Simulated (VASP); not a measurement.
Set up this calculation in VASP 6.6.1, as the native input.

```yaml
Task: relaxation of cell and atoms
Functional: PBE
Potentials_or_basis: VASP PAW PBE potentials, release 64 (Al, N)
Cutoff: 600 eV
k_mesh: 15 × 15 × 15
Occupations: fermi-dirac, width 0.1 eV
Spin: no spin polarisation
Target_pressure: 51 GPa
Dipole_correction: no
Further_INCAR_settings: ALGO = Normal; EDIFF = 1e-07; IBRION = 2; EDIFFG = -0.005; NSW = 60; ISIF = 3
```

The structure of AlN (CsCl type) lies in POSCAR:

```
AlN
1.0
    2.3953602686      0.0000000000      0.0000000000
    0.0000000000      2.3953602686      0.0000000000
    0.0000000000      0.0000000000      2.3953602686
Al N
1 1
Direct
    0.0000000000      0.0000000000      0.0000000000
    0.5000000000      0.5000000000      0.5000000000
```

One way to write it, as run:

INCAR

```
SYSTEM = AlN
PREC = Accurate
ENCUT = 600
EDIFF = 1E-7
ISMEAR = -1
SIGMA = 0.1
LREAL = .FALSE.
LASPH = .TRUE.
NELM = 80
ALGO = Normal
ISIF = 3
LWAVE = .FALSE.
LCHARG = .FALSE.
GGA = PE
IBRION = 2
NSW = 60
EDIFFG = -0.005
PSTRESS = 510.0
```

KPOINTS

```
Automatic mesh
0
G
  15 15 15
  0 0 0
```

Potentials or basis: VASP PAW PBE potentials, release 64 (Al, N).

The run is started by

```console
$ cat potpaw_PBE.64/Al/POTCAR potpaw_PBE.64/N/POTCAR > POTCAR
$ mpirun -np 1 vasp_std > vasp.out
```

Results of the run:

```json
{
 "Relaxed volume": "7.44 Å³/atom",
 "Relaxed cell": "a = 2.459 Å, b = 2.459 Å, c = 2.459 Å, α = 90.00°, β = 90.00°, γ = 90.00°",
 "Space group after relaxing (to 0.05 Å)": "Pm-3m (No. 221)",
 "Energy change on relaxing (the enthalpy is what falls)": "-237.0 meV/atom",
 "Ionic steps": "4",
 "Pressure after relaxing": "50.9 GPa",
 "Band gap on the k mesh": "zero (band 4 reaches 13.76 eV, above the bottom of band 5 at 12.73 eV)"
}
```

Caveat: the cell is relaxed towards a set pressure, so the enthalpy falls and the energy may rise.

It took 50 s on 1 thread of Intel Xeon 8259CL, with other jobs on the host, peak memory 0.13 GiB.
